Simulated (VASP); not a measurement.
MnS: single point with PBE

MnS:

```
Mn S
1.0
     0.00000    2.60450    2.60450
     2.60450    0.00000    2.60450
     2.60450    2.60450    0.00000
Mn S
1 1
Direct
  0.00000 0.00000 0.00000
  0.50000 0.50000 0.50000
```

| Quantity | Value |
| --- | --- |
| Program | VASP 6.6.1 |
| Task | single point |
| Functional | PBE |
| Potentials or basis | VASP PAW PBE potentials, release 64 (Mn_pv, S) |
| Cutoff | 520 eV |
| k mesh | 9 × 9 × 9 |
| Occupations | gaussian, width 0.015 eV |
| Spin | collinear spin, ferromagnetic start |
| Starting moments | [4.0, 0.0] μB |

```json
{"Pressure": "-2.9 GPa", "Net moment": "4.72 μB per cell", "Site moments": "Mn +4.26; S +0.11 μB", "Valence electrons inside the program's atomic spheres": "Mn 11.30; S 3.73"}
```

Levels at points of the mesh, in eV from the Fermi level:
Spin up:
| k point | band 9 | band 10 | band 11 | band 12 | band 13 | band 14 | band 15 | band 16 |
| --- | --- | --- | --- | --- | --- | --- | --- | --- |
| (0.00, 0.00, 0.00) | -3.28 | -1.86 | -1.86 | -1.86 | 1.73 | 8.61 | 8.61 | 8.61 |
Spin down:
```
           k point  band 5  band 6  band 7  band 8  band 9  band 10
(0.00, 0.00, 0.00)   -1.64   -1.64   -1.64    0.32    0.32     0.32
```

Wall time 34 s on 1 thread of Intel(R) Xeon(R) Platinum 8488C (Sapphire Rapids) (shared host), peak memory 0.18 GiB.

Caveat: a cell with one magnetic atom can't hold antiferromagnetic order, which such compounds often take; semilocal functionals often make such compounds metallic where correlation or magnetic order opens a gap, which also shifts bond lengths. With open d or f shells a metallic result of PBE can be an artefact of self-interaction; +U or a hybrid may open a gap.
